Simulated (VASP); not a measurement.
Write the native input for VASP 6.6.1 that does the following.

| Quantity | Value |
| --- | --- |
| Task | single point |
| Functional | PBE |
| Potentials or basis | VASP PAW PBE potentials, release 64 (O, As) |
| Cutoff | 600 eV |
| k mesh | 3 × 3 × 1 |
| Occupations | fermi-dirac, width 0.15 eV |
| Spin | no spin polarisation |
| Dipole correction | no |
| Further INCAR settings | ALGO = Normal; EDIFF = 1e-06; NBANDS = 15 |

The structure of As2O lies in POSCAR:

```
As2O
1.0
    3.0252574500     -0.0144175800     -0.0184831100
   -1.5251138600      2.5548291200      0.0168531200
   -0.0301830500      0.0143520200      4.5578259400
O As
1 2
Direct
    0.9440800000      0.7565030000      0.0944560000
    1.2653510000      1.4384650000      0.3323420000
    1.5896430000      1.0732680000      0.7557280000
```

One way to write it, as run:

INCAR

```
ALGO = Normal
EDIFF = 1E-6
ENCUT = 600
GGA = PE
GGA_COMPAT = F
ISIF = 2
ISMEAR = -1
LASPH = T
LCHARG = T
LELF = T
LREAL = F
LVHAR = T
LWAVE = F
NBANDS = 15
NELM = 120
PREC = Accurate
SIGMA = 0.15
```

KPOINTS

```
k-points
0
Gamma
  3 3 1
```

Potentials or basis: VASP PAW PBE potentials, release 64 (O, As).

Launch:

```sh
$ cat potpaw_PBE.64/O/POTCAR potpaw_PBE.64/As/POTCAR > POTCAR
$ mpirun -np 1 vasp_std > vasp.out
```

Results of the run:

The pressure is 53.5 GPa, the largest force is 0.942 eV/Å and the band gap on the k mesh is zero (bands 8 and 9 overlap by 5.07 eV).

Caveat: the k points lie up to 1.38 Å⁻¹ apart, too coarse for converged energies and pressures of a metal.

Run time: 5.7 s on 1 thread of Intel(R) Xeon(R) Platinum 8259CL CPU @ 2.50GHz (Skylake/Cascade Lake), on a shared host, peak memory 0.14 GiB.
